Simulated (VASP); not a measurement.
Set up this calculation in VASP 6.6.1, as the native input.

* Task: single point
* Functional: PBE
* Potentials or basis: VASP PAW PBE potentials, release 64 (Ni_sv_GW)
* Cutoff: 590 eV
* k mesh: 10 × 10 × 6
* Occupations: fermi-dirac, width 0.05 eV
* Spin: collinear spin, zero start
* Starting moments: [0.0, 0.0] μB
* Fixed moment: 0 μB
* Dipole correction: no
* Second run: valence_matched
* Further INCAR settings: ALGO = Normal; EDIFF = 1e-06; NBANDS = 29

The structure of Ni lies in POSCAR:

```
Ni
1.0
    2.4480228978      0.0000000000      0.0000000000
   -1.2240114489      2.1200500186      0.0000000000
    0.0000000000      0.0000000000      4.0728075700
Ni
2
Direct
    0.6666666667      0.3333333333      0.7500000000
    0.3333333333      0.6666666667      0.2500000000
```

One way to write it, as run:

INCAR

```
PREC     = Accurate       # precision mode
ENCUT    = 590            # plane-wave cutoff, eV
EDIFF    = 1E-6           # SCF threshold, eV
ISMEAR   = -1             # smearing method
SIGMA    = 0.05           # smearing width, eV
LREAL    = F              # projectors in reciprocal space
LASPH    = T              # aspherical terms in the spheres
NELM     = 200            # most SCF steps
ALGO     = Normal         # electronic algorithm
ISIF     = 2              # what is computed and relaxed
LWAVE    = F              # write WAVECAR
LCHARG   = F              # write CHGCAR
ISPIN    = 2              # spin polarisation
MAGMOM   = 0 0            # initial moments
LORBIT   = 11             # projections on sites
NUPDOWN  = 0.0            # fixed moment
LMAXMIX  = 4              # l up to which the mixer works
GGA      = PE             # functional
NBANDS   = 29             # bands
GGA_COMPAT= F
```

KPOINTS

```
regular mesh
0
Gamma
  10 10 6
```

Potentials or basis: VASP PAW PBE potentials, release 64 (Ni_sv_GW).

Launch:

```bash
$ cat potpaw_PBE.64/Ni_sv_GW/POTCAR > POTCAR
$ mpirun -np 1 vasp_std > vasp.out
```

It gave:

| Item | Value |
| --- | --- |
| Pressure | 2.0 GPa |
| Net moment | 0.00 μB per cell |
| Valence electrons inside the program's atomic spheres | Ni 16.39 |

Caveat: the total moment is fixed, so each spin has its own Fermi level.

Run time: 66 s on 1 thread of Intel(R) Xeon(R) Platinum 8559C (Emerald Rapids), on a shared host, peak memory 0.19 GiB.
